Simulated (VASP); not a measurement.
# LiBe (F-43m) in VASP: a series of runs

LiBe is run at these levels: PBE; tasks: single point, relaxation of cell and atoms.

All numbers are computed with VASP 6.6.1; they aren't measurements. Logs are shortened: lines on timing, memory, paths and dates and some standing lists are left out, and cuts for length are marked.

## 1. The cell of the first run

It takes space group F-43m (No. 216, cubic). The conventional cell has a = 4.570 Å, b = 4.570 Å, c = 4.570 Å, α = 90.00°, β = 90.00°, γ = 90.00°. Within 2.6 Å of Li (site symmetry -43m) lie 4 Be at 1.98 Å. Within 2.6 Å of Be (site symmetry -43m) lie 4 Li at 1.98 Å.

The cell was generated, and may not be a known phase.

## 2. Single point, PBE

Contents of INCAR:

```
SYSTEM = LiBe
ALGO     = Fast           ! electronic algorithm
EDIFF    = 1E-7           ! SCF threshold, eV
ENCUT    = 520            ! plane-wave cutoff, eV
GGA      = PE             ! functional
ISIF     = 2              ! what is computed and relaxed
ISMEAR   = 0              ! smearing method
LASPH    = .True.         ! aspherical terms in the spheres
LCHARG   = .True.         ! write CHGCAR
LELF     = .True.         ! ELF
LREAL    = .False.        ! projectors in reciprocal space
LVHAR    = .True.       
LWAVE    = .False.        ! write WAVECAR
NBANDS   = 10             ! bands
NELM     = 80             ! most SCF steps
PREC     = Accurate       ! precision mode
SIGMA    = 0.1            ! smearing width, eV
```

Contents of KPOINTS:

```
k-points
0
Gamma
  6 6 6
  0 0 0
```

Contents of POSCAR:

```
LiBe
1.0
    0.0000000000      2.2851105300      2.2851105300
    2.2851105300      0.0000000000      2.2851105300
    2.2851105300      2.2851105300      0.0000000000
Li Be
1 1
Direct
    0.7500000000      0.7500000000      0.7500000000
    0.0000000000      0.0000000000      0.0000000000
```

Potentials or basis: VASP PAW PBE potentials, release 64 (Li_sv, Be).

On the command line:

```console
$ cat potpaw_PBE.64/Li_sv/POTCAR potpaw_PBE.64/Be/POTCAR > POTCAR
$ mpirun -np 1 vasp_std > vasp.out
```

OUTCAR:

```text
SYSTEM = LiBe
   EDIFF = 1E-7
   ENCUT = 520
   GGA = PE
   ISIF = 2
   ISMEAR = 0
   LASPH = .True.
   LREAL = .False.
   NELM = 80
   PREC = Accurate

 ion  position               nearest neighbor table
   1  0.750  0.750  0.750-   2 1.98   2 1.98   2 1.98   2 1.98
   2  0.000  0.000  0.000-   1 1.98   1 1.98   1 1.98   1 1.98

  LATTYP: Found a face centered cubic cell.
 ALAT       =     4.5702210600

  Lattice vectors:

 A1 = (   0.0000000000,   2.2851105300,   2.2851105300)
 A2 = (   2.2851105300,   0.0000000000,   2.2851105300)
 A3 = (   2.2851105300,   2.2851105300,   0.0000000000)

Analysis of symmetry for initial positions (statically):
=====================================================================
 Subroutine PRICEL returns:
 Original cell was already a primitive cell.

 Routine SETGRP: Setting up the symmetry group for a
 face centered cubic supercell.

 Subroutine GETGRP returns: Found 24 space group operations
 (whereof 24 operations were pure point group operations)
 out of a pool of 48 trial point group operations.

The static configuration has the point symmetry T_d .

Analysis of symmetry for dynamics (positions and initial velocities):
=====================================================================
 Subroutine PRICEL returns:
 Original cell was already a primitive cell.

 Routine SETGRP: Setting up the symmetry group for a
 face centered cubic supercell.

 Subroutine GETGRP returns: Found 24 space group operations
 (whereof 24 operations were pure point group operations)
 out of a pool of 48 trial point group operations.

The dynamic configuration has the point symmetry T_d .

 Subroutine INISYM returns: Found 24 space group operations
 (whereof 24 operations are pure point group operations),
 and found     1 'primitive' translations

----------------------------------------------------------------------------------------

                                     Primitive cell

  volume of cell :      23.8645

  direct lattice vectors                    reciprocal lattice vectors
     0.000000000  2.285110530  2.285110530    -0.218807797  0.218807797  0.218807797
     2.285110530  0.000000000  2.285110530     0.218807797 -0.218807797  0.218807797
     2.285110530  2.285110530  0.000000000     0.218807797  0.218807797 -0.218807797

  length of vectors
     3.231634303  3.231634303  3.231634303     0.378986221  0.378986221  0.378986221

  position of ions in fractional coordinates (direct lattice)
     0.750000000  0.750000000  0.750000000
     0.000000000  0.000000000  0.000000000

  ion indices of the primitive-cell ions
   primitive index   ion index
                 1           1
                 2           2

----------------------------------------------------------------------------------------

 KPOINTS: k-points

Automatic generation of k-mesh.
 Grid dimensions read from file:
 generate k-points for:    6    6    6

 Generating k-lattice:

  Cartesian coordinates                     Fractional coordinates (reciprocal lattice)
    -0.036467966  0.036467966  0.036467966     0.166666667  0.000000000  0.000000000
     0.036467966 -0.036467966  0.036467966     0.000000000  0.166666667  0.000000000
     0.036467966  0.036467966 -0.036467966     0.000000000  0.000000000  0.166666667

  Length of vectors
     0.063164370  0.063164370  0.063164370

  Shift w.r.t. Gamma in fractional coordinates (k-lattice)
     0.000000000  0.000000000  0.000000000

 Subroutine IBZKPT returns following result:
 ===========================================

 Found     16 irreducible k-points:

 Following reciprocal coordinates:
            Coordinates               Weight
  0.000000  0.000000  0.000000      1.000000
  0.166667  0.000000  0.000000      8.000000
  0.333333  0.000000  0.000000      8.000000
  0.500000  0.000000  0.000000      4.000000
  0.166667  0.166667  0.000000      6.000000
  0.333333  0.166667  0.000000     24.000000
[... 8 lines left out ...]
 -0.333333  0.333333  0.166667     24.000000
 -0.333333  0.500000  0.166667     12.000000
   k-points           NKPTS =     16   k-points in BZ     NKDIM =     16   number of bands    NBANDS=     10
   number of dos      NEDOS =    301   number of ions     NIONS =      2
   total plane-waves  NPLWV =  13824
   dimension x,y,z NGX =    24 NGY =   24 NGZ =   24
   dimension x,y,z NGXF=    48 NGYF=   48 NGZF=   48
   ions per type =               1   1
   NGX,Y,Z   is equivalent  to a cutoff of  12.35, 12.35, 12.35 a.u.
   NGXF,Y,Z  is equivalent  to a cutoff of  24.69, 24.69, 24.69 a.u.
 SYSTEM =  LiBe
   PREC   = accura    normal or accurate (medium, high low for compatibility)
   ISTART =      0    job   : 0-new  1-cont  2-samecut
   ICHARG =      2    charge: 1-file 2-atom 10-const
   ISPIN  =      1    spin polarized calculation?
   LNONCOLLINEAR =      F non collinear calculations
   LSORBIT =      F    spin-orbit coupling
   LASPH  =      T    aspherical Exc in radial PAW
   ENCUT  =  520.0 eV  38.22 Ry    6.18 a.u.   6.01  6.01  6.01*2*pi/ulx,y,z
   NELM   =     80;   NELMIN=  2; NELMDL= -5     # of ELM steps
   EDIFF  = 0.1E-06   stopping-criterion for ELM
   LREAL  =      F    real-space projection
   EDIFFG = 0.1E-05   stopping-criterion for IOM
   NSW    =      0    number of steps for IOM
   IBRION =     -1    ionic relax: 0-MD 1-quasi-New 2-CG
   NFREE  =      0    steps in history (QN), initial steepest desc. (CG)
   ISIF   =      2    stress and relaxation
   ISYM   =      2    0-nonsym 1-usesym 2-fastsym
   POTIM  = 0.5000    time-step for ionic-motion
   TEBEG  =    0.0;   TEEND  =   0.0 temperature during run
   PSTRESS=    0.0 pullay stress
   NELECT =       5.0000    total number of electrons
   NUPDOWN=      -1.0000    fix difference up-down
   EMIN   =  10.00;   EMAX   =-10.00  energy-range for DOS
   EFERMI =   0.00;   METHOD = LEGACY
   ISMEAR =     0;   SIGMA  =   0.10  broadening in eV -4-tet -1-fermi 0-gaus
   EFERMI_NEDOS =   21; number of points for ismear=-14 and -15
   IALGO  =     68    algorithm
   IMIX   =      4    mixing-type and parameters
     AMIX     =   0.40;   BMIX     =  1.00
     AMIX_MAG =   1.60;   BMIX_MAG =  1.00
  volume/ion in A,a.u.               =      11.93        80.52
  Fermi-wavevector in a.u.,A,eV,Ry     =   0.972331  1.837440 12.863332  0.945428
  Thomas-Fermi vector in A             =   2.102621
   LORBIT       =      0    0 simple, 1 ext, 2 COOP (PROOUT), +10 PAW based schemes
   GGA     = PE    functional components
   LHFCALC =     F    Hartree Fock is set to
   AEXX    =    0.0000 exact exchange contribution
   IVDW    =     0    specifies the selected vdW correction
   LEPSILON=     F    determine dielectric tensor
   LRPA    =     F    only Hartree local field effects (RPA)
 non-spin polarized calculation
 RMM-DIIS sequential band-by-band and
 Gauss-broadening in eV      SIGMA  =   0.10
  energy-cutoff  :      520.00
  volume of cell :       23.86
 maximum number of plane-waves:       654
   NGX = 13   NGY = 13   NGZ = 13

 number of electron       4.9999992 magnetization

 Free energy of the ion-electron system (eV)
  ---------------------------------------------------
  ext. energy  EPLUGINS =         0.00000000
  ---------------------------------------------------
  free energy    TOTEN  =        -2.08670885 eV

  energy without entropy =       -2.08219786  energy(sigma->0) =       -2.08445336

 E-fermi :   3.0696     XC(G=0):  -8.8736

 val. band max:        2.7451448077   @ k =  -0.3333   0.1667   0.0000
 cond. band min:       3.1270442824   @ k =   0.5000   0.3333   0.0000
 fundamental gap:      0.3818994747
 Fermi energy:         3.0695952672

 k-point     1 :       0.0000    0.0000    0.0000
  band No.  band energies     occupation
      1     -43.2637      2.00000
      2      -3.5346      2.00000
      3       9.2179      0.00000
      4       9.2179      0.00000
      5       9.2180      0.00000
      6      13.2910      0.00000
      7      13.2910      0.00000
      8      13.2910      0.00000
      9      19.2465      0.00000
     10      21.8602      0.00000

 k-point     2 :       0.1667    0.0000    0.0000
  band No.  band energies     occupation
      1     -43.2608      2.00000
      2      -3.1339      2.00000
      3       6.7897      0.00000
      4       8.5872      0.00000
      5       8.5872      0.00000
      6      14.1628      0.00000
      7      14.1628      0.00000
      8      15.1798      0.00000
      9      18.1738      0.00000
     10      19.1277      0.00000

 k-point     3 :       0.3333    0.0000    0.0000
  band No.  band energies     occupation
      1     -43.2549      2.00000
      2      -1.9682      2.00000
      3       3.4476      0.00000
      4       7.8244      0.00000
      5       7.8244      0.00000
      6      13.9804      0.00000
      7      13.9804      0.00000
      8      16.4076      0.00000
      9      17.3455      0.00000
     10      20.6834      0.00000

 k-point     4 :       0.5000    0.0000    0.0000
  band No.  band energies     occupation
      1     -43.2520      2.00000
      2      -0.7081      2.00000
      3       1.3983      2.00000
      4       7.5576      0.00000
      5       7.5576      0.00000
      6      13.4716      0.00000
      7      13.4716      0.00000
      8      16.0883      0.00000
      9      17.8081      0.00000
     10      24.3790      0.00000

 k-point     5 :       0.1667    0.1667    0.0000
  band No.  band energies     occupation
      1     -43.2599      2.00000
      2      -2.9931      2.00000
      3       7.3384      0.00000
      4       7.3384      0.00000
      5       8.3218      0.00000
      6      13.0860      0.00000
      7      14.8523      0.00000
      8      15.9293      0.00000
      9      15.9293      0.00000
     10      20.8766      0.00000

 k-point     6 :       0.3333    0.1667    0.0000
  band No.  band energies     occupation
      1     -43.2550      2.00000
      2      -2.0529      2.00000
      3       4.6753      0.00000
      4       6.4954      0.00000
      5       7.4667      0.00000
      6      12.5541      0.00000
      7      14.6691      0.00000
      8      16.6479      0.00000
      9      18.1198      0.00000
     10      20.9826      0.00000
[... 79 lines left out ...]
 k-point    13 :       0.5000    0.5000    0.0000
  band No.  band energies     occupation
      1     -43.2484      2.00000
      2       1.1063      2.00000
      3       2.1100      2.00000
      4       4.7130      0.00000
      5       4.7130      0.00000
      6       9.9729      0.00000
      7      13.0800      0.00000
      8      22.7581      0.00000
      9      22.7581      0.00000
     10      25.5342      0.00000

 k-point    14 :       0.5000    0.3333    0.1667
  band No.  band energies     occupation
      1     -43.2513      2.00000
      2      -0.8387      2.00000
      3       3.8323      0.00000
      4       4.5832      0.00000
      5       6.0865      0.00000
      6      12.6800      0.00000
      7      14.5391      0.00000
      8      17.7639      0.00000
      9      19.7908      0.00000
     10      21.9342      0.00000

 k-point    15 :      -0.3333    0.3333    0.1667
  band No.  band energies     occupation
      1     -43.2494      2.00000
      2       0.6268      2.00000
      3       2.0052      2.00000
      4       4.3654      0.00000
      5       5.2477      0.00000
      6      12.7410      0.00000
      7      15.5133      0.00000
      8      18.2968      0.00000
      9      20.0910      0.00000
     10      21.6601      0.00000

 k-point    16 :      -0.3333    0.5000    0.1667
  band No.  band energies     occupation
      1     -43.2485      2.00000
      2       1.6639      2.00000
      3       2.1144      2.00000
      4       3.3267      0.00028
      5       4.5205      0.00000
      6      12.2233      0.00000
      7      14.4256      0.00000
      8      19.4357      0.00000
      9      21.2362      0.00000
     10      23.4453      0.00000

------------------------ aborting loop because EDIFF is reached ----------------------------------------

  FORCE on cell =-STRESS in cart. coord.  units (eV):
  Direction    XX          YY          ZZ          XY          YZ          ZX
  --------------------------------------------------------------------------------------
  -------------------------------------------------------------------------------------
  Total        3.1729088      3.1729088      3.1729088     -0.0000000     -0.0000000      0.0000000
  in kB      213.0181186    213.0181186    213.0181186     -0.0000000     -0.0000000      0.0000000
  external PRESSURE =     213.0181186 kB  Pullay stress =       0.0000000 kB

 VOLUME and BASIS-vectors are now :
 -----------------------------------------------------------------------------
  energy-cutoff  :      520.00
  volume of cell :       23.86
      direct lattice vectors                 reciprocal lattice vectors
     0.000000000  2.285110530  2.285110530    -0.218807797  0.218807797  0.218807797
     2.285110530  0.000000000  2.285110530     0.218807797 -0.218807797  0.218807797
     2.285110530  2.285110530  0.000000000     0.218807797  0.218807797 -0.218807797

 POSITION                                       TOTAL-FORCE (eV/Angst)
 -----------------------------------------------------------------------------------
      3.42767      3.42767      3.42767         0.000000      0.000000      0.000000
      0.00000      0.00000      0.00000        -0.000000     -0.000000     -0.000000
 -----------------------------------------------------------------------------------
    total drift:                               -0.000000     -0.000000      0.000000

  FREE ENERGIE OF THE ION-ELECTRON SYSTEM (eV)
  ---------------------------------------------------
  free  energy   TOTEN  =        -2.0867088500 eV

  energy  without entropy=       -2.0821978603  energy(sigma->0) =       -2.08445336
```

Wall time 6.8 s (1 thread of Intel Xeon Platinum 8375C at 2.90GHz (Ice Lake), shared host); peak memory 0.13 GiB.

Results:

```
Free energy            : -2.0867 eV
Band gap on the k mesh : zero (an odd number of electrons rules out a gap without spin polarisation)
```

Caveat: the k points lie up to 0.40 Å⁻¹ apart, too coarse for converged energies and pressures of a metal; the cutoff is under 1.25 times the usual one of these potentials, so pressure, stress and relaxed cells hold a basis-set (Pulay) error.

## 3. Single point, PBE

This run uses another cell than the first one, of 20.64 Å³/atom.

Contents of INCAR:

```
PREC = Accurate ; ENCUT = 520
EDIFF = 1E-6 ; ISMEAR = 0
SIGMA = 0.1 ; LREAL = False
LASPH = True ; NELM = 100
ALGO = Fast ; ISIF = 2
LWAVE = False ; LCHARG = False
GGA = PE ; NBANDS = 10
```

Contents of KPOINTS:

```
regular mesh
0
Gamma
  6 6 6
```

Contents of POSCAR:

```
LiBe
1.0
    0.0000000000      2.7431047868      2.7431047868
    2.7431047868      0.0000000000      2.7431047868
    2.7431047868      2.7431047868      0.0000000000
Li Be
1 1
Direct
    0.7500000000      0.7500000000      0.7500000000
    0.0000000000      0.0000000000      0.0000000000
```

Potentials or basis: VASP PAW PBE potentials, release 64 (Li_sv, Be).

On the command line:

```console
$ cat potpaw_PBE.64/Li_sv/POTCAR potpaw_PBE.64/Be/POTCAR > POTCAR
$ mpirun -np 1 vasp_std > vasp.out
```

Wall time 8.3 s (1 thread of Intel Xeon Platinum 8375C at 2.90GHz (Ice Lake), shared host); peak memory 0.15 GiB.

The run converged. Its results:

| Item | Value |
| --- | --- |
| Free energy | -2.8986 eV |
| Band gap on the k mesh | zero (an odd number of electrons rules out a gap without spin polarisation) |

Levels at points of the mesh, in eV from the Fermi level:
```csv
k point,band 1,band 2,band 3,band 4,band 5,band 6
"(0.00, 0.00, 0.00)",-46.37,-5.02,4.15,4.15,4.15,7.72
"(0.50, 0.00, 0.00)",-46.37,-2.70,-1.48,3.15,3.15,7.97
"(0.50, 0.50, 0.00)",-46.37,-1.88,-0.50,1.43,1.43,4.92
```

Caveat: the cutoff is under 1.25 times the usual one of these potentials, so pressure, stress and relaxed cells hold a basis-set (Pulay) error.

## 4. Relaxation of cell and atoms, PBE

Contents of INCAR:

```
SYSTEM = LiBe
PREC     = Accurate       ! precision mode
ENCUT    = 600            ! plane-wave cutoff, eV
EDIFF    = 1E-7           ! SCF threshold, eV
ISMEAR   = 0              ! smearing method
SIGMA    = 0.1            ! smearing width, eV
LREAL    = .FALSE.        ! projectors in reciprocal space
LASPH    = .TRUE.         ! aspherical terms in the spheres
NELM     = 60             ! most SCF steps
ALGO     = Normal         ! electronic algorithm
ISIF     = 3              ! what is computed and relaxed
LWAVE    = .FALSE.        ! write WAVECAR
LCHARG   = .FALSE.        ! write CHGCAR
GGA      = PE             ! functional
IBRION   = 2              ! ionic algorithm
NSW      = 90             ! ionic steps
EDIFFG   = -0.04          ! ionic threshold
```

Contents of KPOINTS:

```
regular mesh
0
G
  6 6 6
  0 0 0
```

Contents of POSCAR:

```
LiBe
1.0
    0.0000000000      2.2851105300      2.2851105300
    2.2851105300      0.0000000000      2.2851105300
    2.2851105300      2.2851105300      0.0000000000
Li Be
1 1
Direct
    0.7500000000      0.7500000000      0.7500000000
    0.0000000000      0.0000000000      0.0000000000
```

On the command line:

```console
$ cat potpaw_PBE.64/Li_sv/POTCAR potpaw_PBE.64/Be/POTCAR > POTCAR
$ mpirun -np 1 vasp_std > vasp.out
```

It took 13 s on 1 thread of Intel Xeon Platinum 8375C at 2.90GHz (Ice Lake), shared host; peak memory 0.14 GiB.

It converged, with:

| Property | Result |
| --- | --- |
| Free energy | -2.8545 eV |
| Relaxed volume | 19.67 Å³/atom |
| Relaxed cell | a = 3.817 Å, b = 3.817 Å, c = 3.817 Å, α = 60.00°, β = 60.00°, γ = 60.00° |
| Space group after relaxing (to 0.1 Å) | F-43m (No. 216) |
| Energy gained by relaxing | 383.3 meV/atom |
| Ionic steps | 4 |
| Pressure after relaxing | 0.1 GPa |
| Band gap on the k mesh | zero (an odd number of electrons rules out a gap without spin polarisation) |

The path:
```csv
step,energy change (eV),largest force (eV/Å),pressure (GPa),volume (Å³)
1,0.0000,0.0000,21.27,23.86
2,-0.5315,0.0000,9.06,29.76
3,-0.7593,0.0000,1.24,37.55
4,-0.7666,0.0000,0.10,39.33
```

Final structure:
```
CELL_PARAMETERS angstrom
0.00000 2.69926 2.69926
2.69926 0.00000 2.69926
2.69926 2.69926 0.00000
ATOMIC_POSITIONS crystal
Li 0.75000 0.75000 0.75000
Be 0.00000 0.00000 0.00000
```

Levels at points of the mesh, in eV from the Fermi level:
```tsv
k point	band 1	band 2	band 3	band 4	band 5	band 6
(0.00, 0.00, 0.00)	-46.40	-5.14	4.29	4.29	4.29	7.90
(0.50, 0.00, 0.00)	-46.39	-2.75	-1.52	3.24	3.24	8.15
(0.50, 0.50, 0.00)	-46.39	-1.89	-0.52	1.44	1.44	5.04
```

Caveat: the k points lie up to 0.34 Å⁻¹ apart in the final cell, too coarse for converged energies and pressures of a metal; the cutoff is under 1.25 times the usual one of these potentials, so pressure, stress and relaxed cells hold a basis-set (Pulay) error; the volume moved by over 15 % at a fixed basis, so the end points are rough.

## 5. Overview

| task | cell | cutoff (eV) | gap on the mesh (eV) |
| --- | --- | --- | --- |
| single point | a = 3.232 Å, angles 60.0°, 2 atoms | 520 | none |
| single point | a = 3.879 Å, angles 60.0°, 2 atoms | 520 | none |
| relaxation of cell and atoms | relaxed from a = 3.232 Å, angles 60.0°, 2 atoms | 600 | none |

Alike in all rows: level PBE; potentials or basis VASP PAW PBE potentials, release 64 (Li_sv, Be); no spin polarisation; k mesh 6 × 6 × 6; smearing gaussian 0.1 eV.

Caveats: some runs use coarse meshes; the cutoff is under 1.25 times the usual one of these potentials, so pressure, stress and relaxed cells hold a basis-set (Pulay) error; the volume moved by over 15 % at a fixed basis, so the end points are rough (at least some runs).

Absolute energies hang on the potentials; compare differences alone.

The gap in the log of VASP goes by the Fermi energy; the results here count the filled bands.